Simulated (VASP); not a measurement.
Here is a VASP 6.6.1 calculation.

File INCAR:

```
  ALGO = Normal
  EDIFF = 1E-6
  EDIFFG = -0.01
  ENCUT = 600
  GGA = PE
  IBRION = 2
  ISIF = 3
  ISMEAR = 0
  LASPH = True
  LCHARG = False
  LREAL = False
  LWAVE = False
  NELM = 80
  NSW = 100
  PREC = Accurate
  SIGMA = 0.02
```

Contents of KPOINTS:

```
k-points
0
Gamma
  8 8 8
```

File POSCAR:

```
MgO
1.0
    0.0000000000      2.3062840489      2.3062840489
    2.3062840489      0.0000000000      2.3062840489
    2.3062840489      2.3062840489      0.0000000000
Mg O
1 1
Direct
    0.0000000000      0.0000000000      0.0000000000
    0.2500000000      0.2500000000      0.2500000000
```

Potentials or basis: VASP PAW PBE potentials, release 64 (Mg, O).

Run with:

```sh
$ cat potpaw_PBE.64/Mg/POTCAR potpaw_PBE.64/O/POTCAR > POTCAR
$ mpirun -np 1 vasp_std > vasp.out
```

What does it give for the space group after relaxing (to 0.05 Å)?

F-43m (No. 216).

Estimate the relaxed cell.

a = 3.255 Å, b = 3.255 Å, c = 3.255 Å, α = 60.00°, β = 60.00°, γ = 60.00°.

Final structure:
```xyz
2
Lattice="0.0000 2.3016 2.3016 2.3016 0.0000 2.3016 2.3016 2.3016 0.0000" Properties=species:S:1:pos:R:3 pbc="T T T"
Mg    2.3016    4.6031    2.3016
O     1.1508    1.1508    1.1508
```
